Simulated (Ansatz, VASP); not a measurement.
# One calculation of FeO, two programs

The input INCAR:

```
SYSTEM = FeO
PREC = Accurate ; ENCUT = 700
EDIFF = 1E-6 ; ISMEAR = -1
SIGMA = 0.05 ; LREAL = .False.
LASPH = .True. ; NELM = 200
ALGO = Normal ; ISIF = 2
LWAVE = .False. ; LCHARG = .True.
ISPIN = 2 ; MAGMOM = 4.5 0
LORBIT = 11 ; LMAXMIX = 4
GGA = PE ; LELF = .True.
LVHAR = .True. ; NBANDS = 22
GGA_COMPAT = .False.
```

File KPOINTS:

```
Automatic mesh
0
Gamma
  10 10 10
  0 0 0
```

File POSCAR:

```
FeO
1.0
    2.6124696300      0.0000000000      0.0000000000
    0.0000000000      2.6124696300      0.0000000000
    0.0000000000      0.0000000000      2.6124696300
Fe O
1 1
Direct
    0.0000000000      0.0000000000      0.0000000000
    0.5000000000      0.5000000000      0.5000000000
```

Contents of input.yaml:

```yaml
crystal:
  lattice:
    - [2.61246963, 0.0, 0.0]
    - [0.0, 2.61246963, 0.0]
    - [0.0, 0.0, 2.61246963]
  atoms:
    - { symbol: Fe, position: [0.0, 0.0, 0.0], spin: 4.5 }
    - { symbol: O, position: [0.5, 0.5, 0.5] }
hamiltonian:
  xc: pbe
  pseudopotentials: { kind: paw }
magnetization:
  spin_polarized: true
kpoints:
  mp_grid: { grid: [10, 10, 10] }
scf:
  occupations: { method: fermi_dirac, width: 0.05 }
output:
  forces: true
  stress: true
  eigenvalues: true
```

Alike in both runs: task single point; functional PBE; k mesh 10 × 10 × 10; occupations fermi-dirac, width 0.05 eV; collinear spin.

```csv
,VASP,Ansatz
version,VASP 6.6.1,Ansatz 0.2.0
potentials or method,"VASP PAW PBE potentials, release 64 (Fe_sv, O)",Ansatz PAW
plane-wave cutoff (eV),700,420
valence electrons in the cell,22,22
```

|  | VASP | Ansatz | Ansatz less VASP |
| --- | --- | --- | --- |
| gap on the k mesh at the Fermi level (eV) | none | none | - |
| pressure (GPa) | 8.1 | 9.3 | +1.24 |
| net moment per atom (μB) | 2.00 | 2.00 | 0.000 |
| size of the moment on the site where the two differ most (μB) | 0.37 | 0.40 | +0.033 |

Site moments also hang on the region over which each program counts them. A gap of «none» marks a metal or a gap that the smearing closes. The functional is the same, so the differences come from potentials, cutoffs and numerics.
